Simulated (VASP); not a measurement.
BiB2Sb: single point with PBE

Crystal: BiB2Sb.

```
Sb B Bi
1.0
     3.79320    0.00000    0.00000
     0.00000    3.79320    0.00000
     0.00000    0.00000    5.36456
Sb B Bi
1 2 1
Direct
  0.00000 0.00000 0.00000
  0.00000 0.50000 0.76182
  0.50000 0.00000 0.23818
  0.50000 0.50000 0.50000
```

```yaml
Program: VASP 6.6.1
Task: single point
Functional: PBE
Potentials_or_basis: VASP PAW PBE potentials, release 64 (Sb, B, Bi_d)
Cutoff: 520 eV
k_mesh: 6 × 6 × 6
Occupations: gaussian, width 0.01 eV
Spin: no spin polarisation
```

```json
{"Pressure": "1.5 GPa", "Largest force": "0.037 eV/Å", "Band gap on the k mesh": "0.64 eV (least direct gap 0.85 eV)"}
```

Forces on the atoms (eV/Å):
```
Sb   0.000  0.000  0.000
B    0.000  0.000 -0.037
B    0.000  0.000  0.037
Bi   0.000  0.000  0.000
```

Levels at points of the mesh, in eV from the valence-band top:
| k point | band 9 | band 10 | band 11 | band 12 | band 13 | band 14 | band 15 | band 16 | band 17 | band 18 |
| --- | --- | --- | --- | --- | --- | --- | --- | --- | --- | --- |
| (0.00, 0.00, 0.00) | -3.61 | -3.61 | -0.13 | 0.00 | 0.00 | 0.85 | 1.01 | 1.55 | 2.88 | 2.88 |
| (0.50, 0.00, 0.00) | -5.98 | -4.42 | -4.36 | -2.06 | -1.44 | 2.19 | 2.51 | 4.51 | 4.87 | 5.09 |
| (0.50, 0.50, 0.00) | -7.98 | -3.77 | -3.56 | -3.56 | -3.36 | 0.65 | 0.80 | 0.80 | 1.71 | 8.79 |
| (0.00, 0.00, 0.50) | -3.80 | -2.64 | -2.64 | -2.06 | -2.06 | 0.80 | 1.48 | 2.93 | 2.94 | 5.95 |
| (0.50, 0.00, 0.50) | -7.69 | -2.00 | -1.68 | -1.59 | -1.30 | 0.68 | 1.35 | 3.83 | 4.14 | 4.18 |
| (0.50, 0.50, 0.50) | -7.65 | -4.71 | -4.71 | -4.39 | -4.32 | 3.61 | 3.96 | 3.96 | 4.40 | 5.29 |

It took 38 s on 1 thread of AMD EPYC 7R13 Processor (Zen 3), with other jobs on the host, peak memory 0.19 GiB.

Caveat: spin-orbit coupling is left out, which moves the levels of the heavy elements. A k mesh can miss the band edges.
